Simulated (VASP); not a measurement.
Set up this calculation in VASP 6.6.1, as the native input.

```yaml
Task: single point
Functional: PBE
Potentials_or_basis: VASP PAW PBE potentials, release 64 (Zn, Au)
Cutoff: 520 eV
k_mesh: 14 × 14 × 14
Occupations: gaussian, width 0.1 eV
Spin: no spin polarisation
Dipole_correction: no
Further_INCAR_settings: ALGO = Normal; EDIFF = 1e-07; NBANDS = 18
```

The structure of ZnAu lies in POSCAR:

```
ZnAu
1.0
    3.1866980516      0.0000000000      0.0000000000
    0.0000000000      3.1866980516      0.0000000000
    0.0000000000      0.0000000000      3.1866980516
Zn Au
1 1
Direct
    0.5000000000      0.5000000000      0.5000000000
    0.0000000000      0.0000000000      0.0000000000
```

These files were run (other wordings do the same):

INCAR

```
SYSTEM = ZnAu
PREC = Accurate
ENCUT = 520
EDIFF = 1E-7
ISMEAR = 0
SIGMA = 0.1
LREAL = .FALSE.
LASPH = .TRUE.
NELM = 100
ALGO = Normal
ISIF = 2
LWAVE = .FALSE.
LCHARG = .FALSE.
GGA = PE
NBANDS = 18
```

KPOINTS

```
Automatic mesh
0
G
  14 14 14
  0 0 0
```

Potentials or basis: VASP PAW PBE potentials, release 64 (Zn, Au).

The run is started by

```sh
$ cat potpaw_PBE.64/Zn/POTCAR potpaw_PBE.64/Au/POTCAR > POTCAR
$ mpirun -np 1 vasp_std > vasp.out
```

It gave:

```json
{"Pressure": "0.1 GPa", "Band gap on the k mesh": "zero (an odd number of electrons rules out a gap without spin polarisation)"}
```

Caveat: spin-orbit coupling is left out, which moves the levels of the heavy elements.

Run time: 44 s on 1 thread of Intel Xeon 8259CL (shared host), peak memory 0.2 GiB.
